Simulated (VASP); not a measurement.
# MgS in VASP: single point with AM05

Aim: the single point of MgS with AM05.

Everything below comes from runs of VASP 6.6.1. Logs are shortened: lines on timing, memory, paths and dates and some standing lists are left out, and cuts for length are marked.

## 1. The cell of the first run

The cell holds a slab with vacuum, 10 atoms: a = 3.679 Å, b = 3.679 Å, c = 25.407 Å, α = 90.00°, β = 90.00°, γ = 90.00°.

## 2. Single point, AM05

The input, POSCAR:

```
MgS
1.0
    3.6792887145      0.0000000000      0.0000000000
    0.0000000000      3.6792887145      0.0000000000
    0.0000000000      0.0000000000     25.4066000000
Mg S
5 5
Direct
    0.5000000000      0.5000000000      0.2951988853
    0.0000000000      0.0000000000      0.3975994427
    0.5000000000      0.5000000000      0.5000000000
    0.0000000000      0.0000000000      0.6024005573
    0.5000000000      0.5000000000      0.7048011147
    0.0000000000      0.0000000000      0.2951988853
    0.5000000000      0.5000000000      0.3975994427
    0.0000000000      0.0000000000      0.5000000000
    0.5000000000      0.5000000000      0.6024005573
    0.0000000000      0.0000000000      0.7048011147
```

The input, INCAR.step1:

```
SYSTEM = MgS
LDIPOL   = .TRUE.       
IDIPOL   = 3            
DIPOL    = 0.5 0.5 0.500
ISMEAR   = 0              ! smearing method
SIGMA    = 0.03           ! smearing width, eV
LWAVE    = .TRUE.         ! write WAVECAR
LCHARG   = .TRUE.         ! write CHGCAR
ISIF     = 0              ! what is computed and relaxed
NELM     = 100            ! most SCF steps
ALGO     = Normal         ! electronic algorithm
PREC     = Accurate       ! precision mode
LASPH    = .TRUE.         ! aspherical terms in the spheres
LREAL    = .FALSE.        ! projectors in reciprocal space
EDIFF    = 1E-5           ! SCF threshold, eV
GGA_COMPAT= .FALSE.      
ENCUT    = 400            ! plane-wave cutoff, eV
EFERMI   = MIDGAP       
NELMDL   = -8           
GGA      = PE             ! functional
```

The input, INCAR.step2:

```
SYSTEM = MgS
GGA      = AM             ! functional
LDIPOL   = .TRUE.       
IDIPOL   = 3            
DIPOL    = 0.5 0.5 0.500
ISMEAR   = 0              ! smearing method
SIGMA    = 0.03           ! smearing width, eV
LWAVE    = .FALSE.        ! write WAVECAR
LCHARG   = .FALSE.        ! write CHGCAR
ISIF     = 0              ! what is computed and relaxed
NELM     = 100            ! most SCF steps
ALGO     = All            ! electronic algorithm
PREC     = Accurate       ! precision mode
LASPH    = .TRUE.         ! aspherical terms in the spheres
LREAL    = .FALSE.        ! projectors in reciprocal space
EDIFF    = 1E-6           ! SCF threshold, eV
GGA_COMPAT= .FALSE.      
ENCUT    = 400            ! plane-wave cutoff, eV
EFERMI   = MIDGAP       
NELMDL   = -8           
ISTART   = 1            
ISEARCH  = 1
```

The input, KPOINTS:

```
k-points
0
Gamma
  5 5 1
```

Potentials or basis: VASP PAW PBE potentials, release 64 (Mg, S).

The run is started by

```console
$ cat potpaw_PBE.64/Mg/POTCAR potpaw_PBE.64/S/POTCAR > POTCAR
$ cp INCAR.step1 INCAR
$ mpirun -np 1 vasp_std > vasp.out
$ cp INCAR.step2 INCAR
$ mpirun -np 1 vasp_std > vasp.out
```

OUTCAR:

```text
SYSTEM = MgS
   GGA = AM
   ISMEAR = 0
   ISIF = 0
   NELM = 100
   PREC = Accurate
   LASPH = .TRUE.
   LREAL = .FALSE.
   EDIFF = 1E-6
   ENCUT = 400
   EFERMI = MIDGAP
   NELMDL = -8
   ISTART = 1

 Found      6 irreducible k-points:

 Following reciprocal coordinates:
            Coordinates               Weight
  0.000000  0.000000  0.000000      1.000000
  0.200000  0.000000  0.000000      4.000000
  0.400000  0.000000  0.000000      4.000000
  0.200000  0.200000  0.000000      4.000000
  0.400000  0.200000  0.000000      8.000000
  0.400000  0.400000  0.000000      4.000000
   k-points           NKPTS =      6   k-points in BZ     NKDIM =      6   number of bands    NBANDS=     26
   number of dos      NEDOS =    301   number of ions     NIONS =     10
   total plane-waves  NPLWV =  96768
   dimension x,y,z NGX =    24 NGY =   24 NGZ =  168
   dimension x,y,z NGXF=    48 NGYF=   48 NGZF=  336
   ions per type =               5   5
   NGX,Y,Z   is equivalent  to a cutoff of  10.84, 10.84, 10.99 a.u.
   NGXF,Y,Z  is equivalent  to a cutoff of  21.69, 21.69, 21.99 a.u.
 SYSTEM =  MgS
   PREC   = accura    normal or accurate (medium, high low for compatibility)
   ISTART =      1    job   : 0-new  1-cont  2-samecut
   ICHARG =      0    charge: 1-file 2-atom 10-const
   ISPIN  =      1    spin polarized calculation?
   LNONCOLLINEAR =      F non collinear calculations
   LSORBIT =      F    spin-orbit coupling
   LASPH  =      T    aspherical Exc in radial PAW
   ENCUT  =  400.0 eV  29.40 Ry    5.42 a.u.   6.00  6.00 41.43*2*pi/ulx,y,z
   NELM   =    100;   NELMIN=  2; NELMDL= -8     # of ELM steps
   EDIFF  = 0.1E-05   stopping-criterion for ELM
   LREAL  =      F    real-space projection
   EDIFFG = 0.1E-04   stopping-criterion for IOM
   NSW    =      0    number of steps for IOM
   IBRION =     -1    ionic relax: 0-MD 1-quasi-New 2-CG
   NFREE  =      0    steps in history (QN), initial steepest desc. (CG)
   ISIF   =      0    stress and relaxation
   ISYM   =      2    0-nonsym 1-usesym 2-fastsym
   POTIM  = 0.5000    time-step for ionic-motion
   TEBEG  =    0.0;   TEEND  =   0.0 temperature during run

   SCALEE = 1.0000    scale energy and forces
   PSTRESS=    0.0 pullay stress
   NELECT =      40.0000    total number of electrons
   NUPDOWN=      -1.0000    fix difference up-down
   EMIN   =  10.00;   EMAX   =-10.00  energy-range for DOS
   EFERMI =   0.00;   METHOD = MIDGAP
   ISMEAR =     0;   SIGMA  =   0.03  broadening in eV -4-tet -1-fermi 0-gaus
   EFERMI_NEDOS =   21; number of points for ismear=-14 and -15
   IALGO  =     58    algorithm
   IMIX   =      4    mixing-type and parameters
     AMIX     =   0.40;   BMIX     =  1.00
     AMIX_MAG =   1.60;   BMIX_MAG =  1.00
  volume/ion in A,a.u.               =      34.39       232.10
  Fermi-wavevector in a.u.,A,eV,Ry     =   0.799104  1.510088  8.688238  0.638567
  Thomas-Fermi vector in A             =   1.906144
   LORBIT       =      0    0 simple, 1 ext, 2 COOP (PROOUT), +10 PAW based schemes
   GGA     = AM    functional components
   LHFCALC =     F    Hartree Fock is set to
   AEXX    =    0.0000 exact exchange contribution
   IVDW    =     0    specifies the selected vdW correction
   LEPSILON=     F    determine dielectric tensor
   LRPA    =     F    only Hartree local field effects (RPA)

   CSHIFT  =0.1000    complex shift for real part using Kramers Kronig

   OMEGAMAX=  -1.0    maximum frequency
 non-spin polarized calculation
 Gauss-broadening in eV      SIGMA  =   0.03
  energy-cutoff  :      400.00
  volume of cell :      343.93
 maximum number of plane-waves:      6300
 NGX is ok and might be reduce to    24
   NGX = 11   NGY = 11   NGZ = 83

 added-field ion interaction          0.000000 eV  (added to PSCEN)

 number of electron      40.0000017 magnetization

 DIPCOR: dipole corrections for dipol
 direction  3 min pos     1,
 dipolmoment           0.000000      0.000000     -0.000000 electrons x Angstroem
 Tr[quadrupol]      -110.591732

 energy correction for charged system         0.000000 eV

 dipol+quadrupol energy correction           -0.000000 eV

 added-field ion interaction         -0.000000 eV  (added to PSCEN)

 Free energy of the ion-electron system (eV)
  ---------------------------------------------------
  ext. energy  EPLUGINS =         0.00000000
  ---------------------------------------------------
  free energy    TOTEN  =       -42.39086899 eV

  energy without entropy =      -42.39086899  energy(sigma->0) =      -42.39086899

 E-fermi :   0.2453     XC(G=0):  -6.3558

 val. band max:       -0.4204780668   @ k =   0.0000   0.0000   0.0000
 cond. band min:      -6.3726239280   @ k =   0.2000   0.2000   0.0000
 fundamental gap:     -5.9521458613
 Fermi energy:         0.2453132807

 k-point     1 :       0.0000    0.0000    0.0000
  band No.  band energies     occupation
      1     -12.8322      2.00000
      2     -12.5437      2.00000
      3     -12.1262      2.00000
      4     -11.6743      2.00000
      5     -11.3445      2.00000
      6      -4.2609      2.00000
[... 18 lines left out ...]
     25       3.9135      0.00000
     26       4.1322      0.00000

 k-point     2 :       0.2000    0.0000    0.0000
  band No.  band energies     occupation
      1     -12.5828      2.00000
      2     -12.3186      2.00000
      3     -11.9469      2.00000
      4     -11.5635      2.00000
      5     -11.3029      2.00000
      6      -4.1470      2.00000
[... 18 lines left out ...]
     25       4.8427      0.00000
     26       5.2445      0.00000

 k-point     3 :       0.4000    0.0000    0.0000
  band No.  band energies     occupation
      1     -11.9696      2.00000
      2     -11.8063      2.00000
      3     -11.6146      2.00000
      4     -11.4659      2.00000
      5     -11.4143      2.00000
      6      -4.8401      2.00000
[... 50 lines left out ...]
 k-point     5 :       0.4000    0.2000    0.0000
  band No.  band energies     occupation
      1     -11.7884      2.00000
      2     -11.6415      2.00000
      3     -11.4737      2.00000
      4     -11.3466      2.00000
      5     -11.3103      2.00000
      6      -4.5309      2.00000
[... 18 lines left out ...]
     25       4.8496      0.00000
     26       5.2219      0.00000

 k-point     6 :       0.4000    0.4000    0.0000
  band No.  band energies     occupation
      1     -11.4016      2.00000
      2     -11.3142      2.00000
      3     -11.2386      2.00000
      4     -11.1635      2.00000
      5     -11.1607      2.00000
      6      -4.2512      2.00000
[... 18 lines left out ...]
     25       4.2864      0.00000
     26       4.7193      0.00000

------------------------ aborting loop because EDIFF is reached ----------------------------------------

 vacuum level on the upper side and lower side of the slab       (xc-potential included)        -8.756        -8.756

 VOLUME and BASIS-vectors are now :
 -----------------------------------------------------------------------------
  energy-cutoff  :      400.00
  volume of cell :      343.93
      direct lattice vectors                 reciprocal lattice vectors
     3.679288715  0.000000000  0.000000000     0.271791663  0.000000000  0.000000000
     0.000000000  3.679288715  0.000000000     0.000000000  0.271791663  0.000000000
     0.000000000  0.000000000 25.406600000     0.000000000  0.000000000  0.039359851

 POSITION                                       TOTAL-FORCE (eV/Angst)
 -----------------------------------------------------------------------------------
      1.83964      1.83964      7.50000        -0.000000     -0.000000      0.679359
      0.00000      0.00000     10.10165        -0.000000     -0.000000     -0.065010
      1.83964      1.83964     12.70330        -0.000000      0.000000      0.000000
      0.00000      0.00000     15.30495         0.000000      0.000000      0.065010
      1.83964      1.83964     17.90660         0.000000     -0.000000     -0.679359
      0.00000      0.00000      7.50000        -0.000000      0.000000     -0.538628
      1.83964      1.83964     10.10165        -0.000000     -0.000000     -0.041889
      0.00000      0.00000     12.70330        -0.000000      0.000000      0.000000
      1.83964      1.83964     15.30495         0.000000     -0.000000      0.041889
      0.00000      0.00000     17.90660        -0.000000      0.000000      0.538628
 -----------------------------------------------------------------------------------
    total drift:                                0.000000      0.000000     -0.000000

  FREE ENERGIE OF THE ION-ELECTRON SYSTEM (eV)
  ---------------------------------------------------
  free  energy   TOTEN  =       -42.3908689905 eV

  energy  without entropy=      -42.3908689905  energy(sigma->0) =      -42.39086899

 vacuum level on the upper side and lower side of the slab        -4.414        -4.414
```

OUTCAR.step1:

```text
SYSTEM = MgS
   ISMEAR = 0
   ISIF = 0
   NELM = 100
   PREC = Accurate
   LASPH = .TRUE.
[... 307 lines left out ...]
      1.83964      1.83964     15.30495        -0.000000      0.000000      0.033484
      0.00000      0.00000     17.90660         0.000000     -0.000000      0.607812
 -----------------------------------------------------------------------------------
    total drift:                               -0.000000      0.000000     -0.000000

  FREE ENERGIE OF THE ION-ELECTRON SYSTEM (eV)
  ---------------------------------------------------
  free  energy   TOTEN  =       -41.6935049190 eV

  energy  without entropy=      -41.6935049190  energy(sigma->0) =      -41.69350492

 vacuum level on the upper side and lower side of the slab         3.734         3.734
```

OSZICAR.step1:

```text
N       E                     dE             d eps       ncg     rms          rms(c)
DAV:   1     0.234081935347E+03    0.23408E+03   -0.12691E+04   312   0.970E+02
DAV:   2    -0.978866027501E+01   -0.24387E+03   -0.23808E+03   458   0.191E+02
DAV:   3    -0.431305478585E+02   -0.33342E+02   -0.33235E+02   344   0.776E+01
[... 14 lines left out ...]
DAV:  18    -0.416933716747E+02   -0.19804E-03   -0.40786E-04   338   0.762E-02    0.150E-01
DAV:  19    -0.416934330318E+02   -0.61357E-04   -0.31340E-05   342   0.291E-02    0.137E-01
DAV:  20    -0.416934524875E+02   -0.19456E-04   -0.13180E-05   268   0.185E-02    0.825E-02
DAV:  21    -0.416935014903E+02   -0.49003E-04   -0.87476E-05   350   0.403E-02    0.605E-02
DAV:  22    -0.416935049190E+02   -0.34287E-05   -0.10037E-05   270   0.163E-02
   1 F= -.41693505E+02 E0= -.41693505E+02  d E =0.000000E+00
```

It took 3.4 min on 1 thread of Intel Xeon 6975P-C (Granite Rapids), shared host; peak memory 0.31 GiB.

Results:

```
Free energy            : -42.3909 eV
Largest force          : 0.679 eV/Å
Band gap on the k mesh : zero (bands 20 and 21 overlap by 5.95 eV)
```

Forces on the atoms (eV/Å):
```
Mg   0.000  0.000  0.679
Mg   0.000  0.000 -0.065
Mg   0.000  0.000  0.000
Mg   0.000  0.000  0.065
Mg   0.000  0.000 -0.679
S    0.000  0.000 -0.539
S    0.000  0.000 -0.042
S    0.000  0.000  0.000
S    0.000  0.000  0.042
S    0.000  0.000  0.539
```

Levels at points of the mesh, in eV from the Fermi level:
```tsv
k point	band 19	band 20	band 21	band 22	band 23	band 24
(0.00, 0.00, 0.00)	-0.67	-0.67	-5.13	2.25	2.59	2.84
```

Caveat: the PAW data sets were made with another functional, which shifts forces and pressure a little.

The gap in the log of VASP goes by the Fermi energy; the results here count the filled bands.